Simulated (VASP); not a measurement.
Here is a VASP 6.6.1 calculation.

The input POSCAR:

```
Sn
1.0
   -2.0239048483      2.0239048483      1.7200336193
    2.0239048483     -2.0239048483      1.7200336193
    2.0239048483      2.0239048483     -1.7200336193
Sn
1
Direct
    0.0000000000      0.0000000000      0.0000000000
```

Contents of INCAR.step1:

```
SYSTEM = Sn
PREC = Accurate ; ENCUT = 520
EDIFF = 1E-5 ; ISMEAR = -1
SIGMA = 0.05 ; LREAL = .FALSE.
LASPH = .TRUE. ; NELM = 100
ALGO = Normal ; ISIF = 2
LWAVE = .TRUE. ; LCHARG = .FALSE.
GGA = PE ; NBANDS = 13
```

INCAR.step2

```
SYSTEM = Sn
PREC = Accurate ; ENCUT = 520
EDIFF = 1E-7 ; ISMEAR = -1
SIGMA = 0.05 ; LREAL = .FALSE.
LASPH = .TRUE. ; NELM = 100
ALGO = Normal ; ISIF = 2
LWAVE = .FALSE. ; LCHARG = .FALSE.
GGA = PE ; LHFCALC = .TRUE.
AEXX = 0.25 ; PRECFOCK = Normal
ISTART = 1 ; NBANDS = 13
```

File KPOINTS:

```
Automatic mesh
0
G
  5 5 5
  0 0 0
```

Potentials or basis: VASP PAW PBE potentials, release 64 (Sn_d).

Launch:

```console
$ cat potpaw_PBE.64/Sn_d/POTCAR > POTCAR
$ cp INCAR.step1 INCAR
$ mpirun -np 1 vasp_std > vasp.out
$ cp INCAR.step2 INCAR
$ mpirun -np 1 vasp_std > vasp.out
```

What does it give for the pressure?

-0.2 GPa.

What does it give for the band gap on the k mesh?

Zero (bands 7 and 8 overlap by 9.47 eV).

Caveat: the k points lie up to 0.48 Å⁻¹ apart, too coarse for converged energies and pressures of a metal; the PAW data sets were made with another functional, which shifts forces and pressure a little; spin-orbit coupling is left out, which moves the levels of the heavy elements.
